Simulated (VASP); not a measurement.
# Y2LuN3 (P-3m1) in VASP: notebook, part 2 of 2

VASP 6.6.1. The steps go on from the part before.

### Step 3. Single point, r2SCAN

This run uses another cell than the first one, of 14.34 Å³/atom, 0.909 times its volume.

Input file POSCAR:

```
Y2LuN3
1.0
    3.4352121312      0.0000000289      0.0000000000
   -1.7176060906      2.9749809586      0.0000000000
    0.0000000000      0.0000000000      8.4162372000
Y Lu N
2 1 3
Direct
    0.3333333333      0.6666666667      0.6690290000
    0.6666666667      0.3333333333      0.3309710000
    0.0000000000      0.0000000000      0.0000000000
    0.3333333333      0.6666666667      0.1617350000
    0.6666666667      0.3333333333      0.8382650000
    0.0000000000      0.0000000000      0.5000000000
```

Input file INCAR.step1:

```
SYSTEM = Y2LuN3
PREC     = Accurate       ! precision mode
ENCUT    = 520            ! plane-wave cutoff, eV
ISMEAR   = 0              ! smearing method
SIGMA    = 0.01           ! smearing width, eV
LREAL    = .FALSE.        ! projectors in reciprocal space
LASPH    = .TRUE.         ! aspherical terms in the spheres
NELM     = 100            ! most SCF steps
NBANDS   = 40             ! bands
GGA      = PE             ! functional
ALGO     = Normal         ! electronic algorithm
EDIFF    = 1E-4           ! SCF threshold, eV
LWAVE    = .TRUE.         ! write WAVECAR
LCHARG   = .FALSE.        ! write CHGCAR
```

Input file INCAR.step2:

```
SYSTEM = Y2LuN3
PREC     = Accurate       ! precision mode
ENCUT    = 520            ! plane-wave cutoff, eV
EDIFF    = 1E-7           ! SCF threshold, eV
ISMEAR   = 0              ! smearing method
SIGMA    = 0.01           ! smearing width, eV
LREAL    = .FALSE.        ! projectors in reciprocal space
LASPH    = .TRUE.         ! aspherical terms in the spheres
NELM     = 100            ! most SCF steps
ALGO     = Normal         ! electronic algorithm
ISIF     = 2              ! what is computed and relaxed
LWAVE    = .FALSE.        ! write WAVECAR
LCHARG   = .TRUE.         ! write CHGCAR
METAGGA  = R2SCAN         ! meta-GGA
LMIXTAU  = .TRUE.       
LELF     = .TRUE.         ! ELF
LVHAR    = .TRUE.       
NBANDS   = 40             ! bands
ISTART   = 1
```

Input file KPOINTS:

```
Automatic mesh
0
G
  12 12 4
  0 0 0
```

Potentials or basis: VASP PAW PBE potentials, release 64 (Y_sv, Lu, N).

The run is started by

```
$ cat potpaw_PBE.64/Y_sv/POTCAR potpaw_PBE.64/Lu/POTCAR potpaw_PBE.64/N/POTCAR > POTCAR
$ cp INCAR.step1 INCAR
$ mpirun -np 1 vasp_std > vasp.out
$ cp INCAR.step2 INCAR
$ mpirun -np 1 vasp_std > vasp.out
```

OUTCAR:

```text
SYSTEM = Y2LuN3
   PREC = Accurate
   ENCUT = 520
   EDIFF = 1E-7
   ISMEAR = 0
   LREAL = .FALSE.
   LASPH = .TRUE.
   NELM = 100
   ISIF = 2
   METAGGA = R2SCAN
   ISTART = 1

 ion  position               nearest neighbor table
   1  0.333  0.667  0.669-   6 2.44   6 2.44   6 2.44   5 2.44   5 2.44   5 2.44   3 3.42   3 3.42
                             3 3.42   2 3.47   2 3.47   2 3.47
   2  0.667  0.333  0.331-   6 2.44   6 2.44   6 2.44   4 2.44   4 2.44   4 2.44   3 3.42   3 3.42
                             3 3.42   1 3.47   1 3.47   1 3.47
   3  0.000  0.000  0.000-   4 2.41   5 2.41   5 2.41   4 2.41   5 2.41   4 2.41   1 3.42   2 3.42
                             1 3.42   2 3.42   2 3.42   1 3.42
   4  0.333  0.667  0.162-   3 2.41   3 2.41   3 2.41   2 2.44   2 2.44   2 2.44
   5  0.667  0.333  0.838-   3 2.41   3 2.41   3 2.41   1 2.44   1 2.44   1 2.44
   6  0.000  0.000  0.500-   1 2.44   2 2.44   2 2.44   1 2.44   2 2.44   1 2.44

  LATTYP: Found a hexagonal cell.
 ALAT       =     3.4352121312
 C/A-ratio  =     2.4499905329

  Lattice vectors:

 A1 = (   3.4352121312,   0.0000000289,   0.0000000000)
 A2 = (  -1.7176060906,   2.9749809586,   0.0000000000)
 A3 = (   0.0000000000,   0.0000000000,   8.4162372000)

Analysis of symmetry for initial positions (statically):
[... 187 lines left out ...]
 Fermi energy:         3.9393972762

 k-point     1 :       0.0000    0.0000    0.0000
  band No.  band energies     occupation
      1     -52.2468      2.00000
      2     -38.4885      2.00000
      3     -38.4290      2.00000
      4     -22.4849      2.00000
      5     -22.1048      2.00000
      6     -22.1047      2.00000
[... 1021 lines left out ...]
     39       9.7822      0.00000
     40      10.0356      0.00000

 [... further k-points ...]

------------------------ aborting loop because EDIFF is reached ----------------------------------------

  FORCE on cell =-STRESS in cart. coord.  units (eV):
  Direction    XX          YY          ZZ          XY          YZ          ZX
  --------------------------------------------------------------------------------------
  -------------------------------------------------------------------------------------
  Total       -0.6461882     -0.6461882     -0.6124347     -0.0000000      0.0000000     -0.0000000
  in kB      -12.0368783    -12.0368783    -11.4081357     -0.0000000      0.0000000     -0.0000000
  external PRESSURE =     -11.8272974 kB  Pullay stress =       0.0000000 kB

 VOLUME and BASIS-vectors are now :
 -----------------------------------------------------------------------------
  energy-cutoff  :      520.00
  volume of cell :       86.01
      direct lattice vectors                 reciprocal lattice vectors
     3.435212131  0.000000029  0.000000000     0.291102836  0.168068304  0.000000000
    -1.717606091  2.974980959  0.000000000    -0.000000003  0.336136604  0.000000000
     0.000000000  0.000000000  8.416237200     0.000000000  0.000000000  0.118817944

 POSITION                                       TOTAL-FORCE (eV/Angst)
 -----------------------------------------------------------------------------------
     -0.00000      1.98332      5.63071        -0.000000      0.000000      0.013603
      1.71761      0.99166      2.78553        -0.000000     -0.000000     -0.013603
      0.00000      0.00000      0.00000         0.000000      0.000000      0.000000
     -0.00000      1.98332      1.36120         0.000000     -0.000000      0.006148
      1.71761      0.99166      7.05504        -0.000000      0.000000     -0.006148
      0.00000      0.00000      4.20812         0.000000      0.000000      0.000000
 -----------------------------------------------------------------------------------
    total drift:                                0.000000      0.000000      0.000000

  FREE ENERGIE OF THE ION-ELECTRON SYSTEM (eV)
  ---------------------------------------------------
  free  energy   TOTEN  =      -118.2219232424 eV

  energy  without entropy=     -118.2219232424  energy(sigma->0) =     -118.22192324
```

OUTCAR.step1:

```text
SYSTEM = Y2LuN3
   PREC = Accurate
   ENCUT = 520
   ISMEAR = 0
   LREAL = .FALSE.
   LASPH = .TRUE.
[... 1273 lines left out ...]
     -0.00000      1.98332      1.36120         0.000000     -0.000000      0.054597
      1.71761      0.99166      7.05504        -0.000000      0.000000     -0.054597
      0.00000      0.00000      4.20812        -0.000000      0.000000      0.000000
 -----------------------------------------------------------------------------------
    total drift:                                0.000000      0.000000      0.000000

  FREE ENERGIE OF THE ION-ELECTRON SYSTEM (eV)
  ---------------------------------------------------
  free  energy   TOTEN  =       -52.8299744370 eV

  energy  without entropy=      -52.8299744370  energy(sigma->0) =      -52.82997444
```

OSZICAR.step1:

```text
N       E                     dE             d eps       ncg     rms          rms(c)
DAV:   1     0.449832305455E+03    0.44983E+03   -0.27892E+04  8368   0.408E+03
DAV:   2    -0.370989843585E+00   -0.45020E+03   -0.42173E+03  7464   0.706E+02
DAV:   3    -0.575055189215E+02   -0.57135E+02   -0.55475E+02  6752   0.141E+02
DAV:   4    -0.624097263446E+02   -0.49042E+01   -0.48715E+01  8120   0.366E+01
DAV:   5    -0.626610513555E+02   -0.25133E+00   -0.25107E+00  8352   0.748E+00    0.456E+01
DAV:   6    -0.527618274348E+02    0.98992E+01   -0.49584E+01  7624   0.631E+01    0.465E+01
DAV:   7    -0.529684701465E+02   -0.20664E+00   -0.78620E+00  8448   0.151E+01    0.368E+01
DAV:   8    -0.533232401087E+02   -0.35477E+00   -0.54011E+00  9088   0.218E+01    0.124E+01
DAV:   9    -0.528034715326E+02    0.51977E+00   -0.21096E+00  9952   0.249E+01    0.266E+00
DAV:  10    -0.528313790352E+02   -0.27908E-01   -0.46595E-01  7712   0.298E+00    0.616E-01
DAV:  11    -0.528308094749E+02    0.56956E-03   -0.47230E-02  8712   0.179E+00    0.351E-01
DAV:  12    -0.528299304213E+02    0.87905E-03   -0.80560E-03  8528   0.632E-01    0.135E-01
DAV:  13    -0.528299744370E+02   -0.44016E-04   -0.78888E-04  7592   0.200E-01
   1 F= -.52829974E+02 E0= -.52829974E+02  d E =-.211862E-13
```

Run time: 38 min. Hardware: 1 thread of Oxide Virtual Turin-like, shared host; peak memory 0.37 GiB.

Results:

```yaml
Free_energy: -118.2219 eV
Pressure: -1.2 GPa
Largest_force: 0.014 eV/Å
Band_gap_on_the_k_mesh: 0.49 eV, indirect (least direct gap 1.01 eV)
```

Forces on the atoms (eV/Å):
```
Y    0.000  0.000  0.014
Y    0.000  0.000 -0.014
Lu   0.000  0.000  0.000
N    0.000  0.000  0.006
N    0.000  0.000 -0.006
N    0.000  0.000  0.000
```

Levels at points of the mesh, in eV from the valence-band top:
```csv
k point,band 29,band 30,band 31,band 32,band 33,band 34
"(0.00, 0.00, 0.00)",0.00,0.00,0.00,3.52,3.56,3.56
"(0.50, 0.00, 0.00)",-1.82,-0.51,-0.51,0.49,4.22,4.54
"(0.00, 0.00, 0.50)",-0.94,-0.72,-0.72,3.67,3.86,4.15
"(0.50, 0.00, 0.50)",-1.55,-1.08,-1.04,1.85,1.95,6.28
```

Caveat: the PAW data sets were made with another functional, which shifts forces and pressure a little; spin-orbit coupling is left out, which moves the levels of the heavy elements.

### Step 4. Relaxation of shape and atoms at fixed volume, PBE (volume scaled by 0.88)

Input file INCAR:

```
PREC = Accurate
ENCUT = 600
EDIFF = 1E-7
ISMEAR = 0
SIGMA = 0.01
LREAL = False
LASPH = True
NELM = 100
ALGO = Normal
ISIF = 4
LWAVE = False
LCHARG = False
GGA = PE
IBRION = 2
NSW = 50
EDIFFG = -0.01
```

Input file KPOINTS:

```
Automatic mesh
0
Gamma
  12 12 4
```

Input file POSCAR:

```
Y2LuN3
1.0
    3.2915274398      0.0000000277      0.0000000000
   -1.6457637438      2.8505463663      0.0000000000
    0.0000000000      0.0000000000      8.0670138172
Y Lu N
2 1 3
Direct
    0.3333333333      0.6666666667      0.6692171534
    0.6666666667      0.3333333333      0.3307828466
    0.0000000000      0.0000000000      0.0000000000
    0.3333333333      0.6666666667      0.1611050168
    0.6666666667      0.3333333333      0.8388949832
    0.0000000000      0.0000000000      0.5000000000
```

Potentials or basis: VASP PAW PBE potentials, release 64 (Y_sv, Lu, N).

The run is started by

```
$ cat potpaw_PBE.64/Y_sv/POTCAR potpaw_PBE.64/Lu/POTCAR potpaw_PBE.64/N/POTCAR > POTCAR
$ mpirun -np 1 vasp_std > vasp.out
```

OUTCAR:

```text
PREC = Accurate
   ENCUT = 600
   EDIFF = 1E-7
   ISMEAR = 0
   LREAL = False
   LASPH = True
   NELM = 100
   ISIF = 4
   GGA = PE
   IBRION = 2
   NSW = 50
   EDIFFG = -0.01

 ion  position               nearest neighbor table
   1  0.333  0.667  0.669-   6 2.34   6 2.34   6 2.34   5 2.34   5 2.34   5 2.34   3 3.28   3 3.28
                             3 3.28   2 3.33   2 3.33   2 3.33
   2  0.667  0.333  0.331-   6 2.34   6 2.34   6 2.34   4 2.34   4 2.34   4 2.34   3 3.28   3 3.28
                             3 3.28   1 3.33   1 3.33   1 3.33
   3  0.000  0.000  0.000-   4 2.30   5 2.30   4 2.30   5 2.30   5 2.30   4 2.30   1 3.28   2 3.28
                             1 3.28   2 3.28   1 3.28   2 3.28
   4  0.333  0.667  0.161-   3 2.30   3 2.30   3 2.30   2 2.34   2 2.34   2 2.34
   5  0.667  0.333  0.839-   3 2.30   3 2.30   3 2.30   1 2.34   1 2.34   1 2.34
   6  0.000  0.000  0.500-   1 2.34   2 2.34   1 2.34   2 2.34   2 2.34   1 2.34

[... 363 lines left out ...]

 E-fermi :   4.6588     XC(G=0): -12.2746

 val. band max:        4.5575154683   @ k =   0.0833   0.0000   0.0000
 cond. band min:       4.7559760517   @ k =   0.0000   0.0000   0.0000
 fundamental gap:      0.1984605834
 Fermi energy:         4.6587790244

 k-point     1 :       0.0000    0.0000    0.0000
  band No.  band energies     occupation
      1     -49.3166      2.00000
      2     -35.6921      2.00000
      3     -35.5906      2.00000
      4     -20.4005      2.00000
      5     -19.7957      2.00000
      6     -19.7957      2.00000
[... 949 lines left out ...]
     36       9.5403      0.00000
     37       9.5800      0.00000

 [... further k-points ...]

------------------------ aborting loop because EDIFF is reached ----------------------------------------

  FORCE on cell =-STRESS in cart. coord.  units (eV):
  Direction    XX          YY          ZZ          XY          YZ          ZX
  --------------------------------------------------------------------------------------
  -------------------------------------------------------------------------------------
  Total       12.8601116     12.8601116     12.8595089      0.0000000     -0.0000000     -0.0000000
  in kB      272.2180549    272.2180549    272.2052969      0.0000000     -0.0000000     -0.0000000
  external PRESSURE =     272.2138022 kB  Pullay stress =       0.0000000 kB
[... 21 lines left out ...]
  FREE ENERGIE OF THE ION-ELECTRON SYSTEM (eV)
  ---------------------------------------------------
  free  energy   TOTEN  =       -52.0357258170 eV

  energy  without entropy=      -52.0357258170  energy(sigma->0) =      -52.03572582

 reached required accuracy - stopping structural energy minimisation
```

OSZICAR:

```text
N       E                     dE             d eps       ncg     rms          rms(c)
DAV:   1     0.532289496077E+03    0.53229E+03   -0.31050E+04  7484   0.496E+03
DAV:   2     0.191001376193E+02   -0.51319E+03   -0.49284E+03  6654   0.790E+02
DAV:   3    -0.550133279032E+02   -0.74113E+02   -0.70652E+02  6136   0.172E+02
[... 35 lines left out ...]
       N       E                     dE             d eps       ncg     rms          rms(c)
DAV:   1    -0.520357153890E+02    0.91476E-05   -0.16132E-03  5271   0.283E-01    0.280E-02
DAV:   2    -0.520357262860E+02   -0.10897E-04   -0.12066E-04  6732   0.643E-02    0.231E-02
DAV:   3    -0.520357258938E+02    0.39221E-06   -0.49027E-06  7245   0.173E-02    0.141E-02
DAV:   4    -0.520357258035E+02    0.90235E-07   -0.10931E-06  6805   0.115E-02    0.370E-03
DAV:   5    -0.520357258170E+02   -0.13502E-07   -0.13321E-07  4088   0.455E-03
   5 F= -.52035726E+02 E0= -.52035726E+02  d E =-.125084E-05
```

CONTCAR:

```text
Y2LuN3
   1.00000000000000
     3.2914437702594426    0.0000000277275897    0.0000000000000000
    -1.6457219090046102    2.8504739063549001   -0.0000000000000000
    -0.0000000000000000   -0.0000000000000000    8.0674239544465376
  Y               Lu              N
     2     1     3
Direct
     0.3333333332999970    0.6666666667000030    0.6690489572316759
     0.6666666667000030    0.3333333332999970    0.3309510427683242
     0.0000000000000000    0.0000000000000000    0.0000000000000000
     0.3333333332999970    0.6666666667000030    0.1614372022363262
     0.6666666667000030    0.3333333332999970    0.8385627977636737
     0.0000000000000000    0.0000000000000000    0.5000000000000000

  0.00000000E+00  0.00000000E+00  0.00000000E+00
  0.00000000E+00  0.00000000E+00  0.00000000E+00
  0.00000000E+00  0.00000000E+00  0.00000000E+00
  0.00000000E+00  0.00000000E+00  0.00000000E+00
  0.00000000E+00  0.00000000E+00  0.00000000E+00
  0.00000000E+00  0.00000000E+00  0.00000000E+00
```

It took 17 min on 1 thread of Oxide Virtual Turin-like, shared host; peak memory 0.37 GiB.

What came out:

* Free energy: -52.0357 eV
* Energy gained by relaxing: 0.0 meV/atom
* Ionic steps: 5
* Pressure after relaxing: 27.2 GPa
* Largest force after relaxing: 0.010 eV/Å
* Band gap on the k mesh: zero (band 31 reaches 4.76 eV, above the bottom of band 32 at 4.51 eV)

Forces on the atoms (eV/Å):
```
Y    0.000  0.000  0.010
Y    0.000  0.000 -0.010
Lu   0.000  0.000  0.000
N    0.000  0.000  0.003
N    0.000  0.000 -0.003
N    0.000  0.000  0.000
```

The path:
| step | energy change (eV) | largest force (eV/Å) | pressure (GPa) | volume (Å³) |
| --- | --- | --- | --- | --- |
| 1 | 0.0000 | 0.0440 | 27.20 | 75.69 |
| 2 | -0.0001 | 0.0115 | 27.20 | 75.69 |
| 3 | -0.0001 | 0.0114 | 27.22 | 75.69 |
| 4 | -0.0001 | 0.0114 | 27.22 | 75.69 |
| 5 | -0.0001 | 0.0097 | 27.22 | 75.69 |

Final structure:
```yaml
crystal:
  lattice:
    - [3.29144, 0.00000, 0.00000]
    - [-1.64572, 2.85047, 0.00000]
    - [0.00000, 0.00000, 8.06742]
  atoms:
    - { symbol: Y, position: [0.33333, 0.66667, 0.66905] }
    - { symbol: Y, position: [0.66667, 0.33333, 0.33095] }
    - { symbol: Lu, position: [0.00000, 0.00000, 0.00000] }
    - { symbol: N, position: [0.33333, 0.66667, 0.16144] }
    - { symbol: N, position: [0.66667, 0.33333, 0.83856] }
    - { symbol: N, position: [0.00000, 0.00000, 0.50000] }
```

Caveat: the cell differs from its parent crystal (volume scaled by 0.88); spin-orbit coupling is left out, which moves the levels of the heavy elements.

### Step 5. Relaxation of shape and atoms at fixed volume, PBE (volume scaled by 0.91)

Input file INCAR:

```
SYSTEM = Y2LuN3
PREC = Accurate ; ENCUT = 600
EDIFF = 1E-6 ; ISMEAR = 0
SIGMA = 0.01 ; LREAL = .FALSE.
LASPH = .TRUE. ; NELM = 60
ALGO = Normal ; ISIF = 4
LWAVE = .FALSE. ; LCHARG = .FALSE.
GGA = PE ; IBRION = 2
NSW = 50 ; EDIFFG = -0.01
```

Input file KPOINTS:

```
regular mesh
0
G
  12 12 4
  0 0 0
```

Input file POSCAR:

```
Y2LuN3
1.0
    3.3287131118      0.0000000280      0.0000000000
   -1.6643565801      2.8827501027      0.0000000000
    0.0000000000      0.0000000000      8.1566860644
Y Lu N
2 1 3
Direct
    0.3333333333      0.6666666667      0.6691921107
    0.6666666667      0.3333333333      0.3308078893
    0.0000000000      0.0000000000      0.0000000000
    0.3333333333      0.6666666667      0.1613034969
    0.6666666667      0.3333333333      0.8386965031
    0.0000000000      0.0000000000      0.5000000000
```

The run is started by

```
$ cat potpaw_PBE.64/Y_sv/POTCAR potpaw_PBE.64/Lu/POTCAR potpaw_PBE.64/N/POTCAR > POTCAR
$ mpirun -np 1 vasp_std > vasp.out
```

Run time: 13 min. Hardware: 1 thread of Oxide Virtual Turin-like, shared host; peak memory 0.39 GiB.

Results (log left out):

```yaml
Free_energy: -52.4071 eV
Energy_gained_by_relaxing: 0.0 meV/atom
Ionic_steps: 3
Pressure_after_relaxing: 18.7 GPa
Band_gap_on_the_k_mesh: zero (band 31 reaches 4.53 eV, above the bottom of band 32 at 4.39 eV)
```

Forces on the atoms (eV/Å):
```
Y    0.000  0.000 -0.003
Y    0.000  0.000  0.003
Lu   0.000  0.000  0.000
N    0.000  0.000 -0.001
N    0.000  0.000  0.001
N    0.000  0.000  0.000
```

The path:
```tsv
step	energy change (eV)	largest force (eV/Å)	pressure (GPa)	volume (Å³)
1	0.0000	0.0411	18.76	78.27
2	-0.0001	0.0102	18.74	78.27
3	-0.0001	0.0029	18.75	78.27
```

Final structure:
```xyz
6
Lattice="3.3286 0.0000 0.0000 -1.6643 2.8826 0.0000 0.0000 0.0000 8.1573" Properties=species:S:1:pos:R:3 pbc="T T T"
Y     0.0000    1.9218    5.4576
Y     1.6643    0.9609    2.6997
Lu    0.0000    0.0000    0.0000
N     0.0000    1.9218    1.3185
N     1.6643    0.9609    6.8388
N     0.0000    0.0000    4.0787
```

Levels at points of the mesh, in eV from the Fermi level:
| k point | band 28 | band 29 | band 30 | band 31 | band 32 | band 33 | band 34 | band 35 |
| --- | --- | --- | --- | --- | --- | --- | --- | --- |
| (0.00, 0.00, 0.00) | -1.97 | 0.07 | 0.07 | 0.07 | 3.25 | 3.28 | 3.28 | 4.45 |
| (0.50, 0.00, 0.00) | -2.03 | -1.56 | -0.36 | -0.36 | -0.07 | 4.04 | 4.31 | 6.63 |
| (0.00, 0.00, 0.50) | -1.01 | -1.01 | -0.71 | -0.71 | 3.43 | 3.62 | 3.96 | 3.96 |
| (0.50, 0.00, 0.50) | -1.57 | -1.50 | -1.05 | -0.96 | 1.51 | 1.55 | 6.25 | 7.06 |

Caveat: the cell differs from its parent crystal (volume scaled by 0.91); spin-orbit coupling is left out, which moves the levels of the heavy elements.

### Step 6. Summary

```csv
task,level,cell,cutoff (eV),gap on the mesh (eV),pressure (GPa),largest force (eV/Å)
single point,PBE,"a = 3.546, b = 3.546, c = 8.687 Å, angles 90.0, 90.0, 120.0°, 6 atoms",520,0.30,-12.6,0.03
single point,r2SCAN,"a = 3.435, b = 3.435, c = 8.416 Å, angles 90.0, 90.0, 120.0°, 6 atoms",520,0.49,-1.2,0.01
relaxation of shape and atoms at fixed volume,PBE,"relaxed from a = 3.292, b = 3.292, c = 8.067 Å, angles 90.0, 90.0, 120.0°, 6 atoms",600,none,27.2,0.01
relaxation of shape and atoms at fixed volume,PBE,"relaxed from a = 3.329, b = 3.329, c = 8.157 Å, angles 90.0, 90.0, 120.0°, 6 atoms",600,none,18.7,-
```

Alike in all rows: potentials or basis VASP PAW PBE potentials, release 64 (Y_sv, Lu, N); no spin polarisation; k mesh 12 × 12 × 4; smearing gaussian 0.01 eV.

Caveats: spin-orbit coupling is left out, which moves the levels of the heavy elements; the PAW data sets were made with another functional, which shifts forces and pressure a little (some runs).

Total energies depend on the potentials used, so only differences within one code and one set of settings carry meaning.
